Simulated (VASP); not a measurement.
F2, 2 atoms in the cell. The cell holds a molecule in a box, 2 atoms: a = 9.000 Å, b = 9.500 Å, c = 10.000 Å, α = 90.00°, β = 90.00°, γ = 90.00°. 

```yaml
Program: VASP 6.6.1
Task: relaxation of the atoms
Functional: LDA
Potentials_or_basis: VASP PAW LDA potentials, release 64 (F)
Cutoff: 520 eV
k_mesh: 1 × 1 × 1
Occupations: fermi-dirac, width 0.05 eV
Spin: no spin polarisation
Dipole_correction: no
Further_INCAR_settings: ALGO = Normal; EDIFF = 1e-06; IBRION = 2; EDIFFG = -0.01; NSW = 60
```

Potentials or basis: VASP PAW LDA potentials, release 64 (F).

Launch:

```bash
$ cat potpaw_LDA.64/F/POTCAR > POTCAR
$ mpirun -np 1 vasp_gam > vasp.out
```

Hardware: 1 thread of Intel(R) Xeon(R) 6975P-C (Granite Rapids), with other jobs on the host.

Q: Estimate the wall time of this run.

A: Wall time 30 s on 1 thread of Intel(R) Xeon(R) 6975P-C (Granite Rapids), with other jobs on the host, peak memory 0.52 GiB. Counts: scf iterations 45, k points 1, ion steps 3.
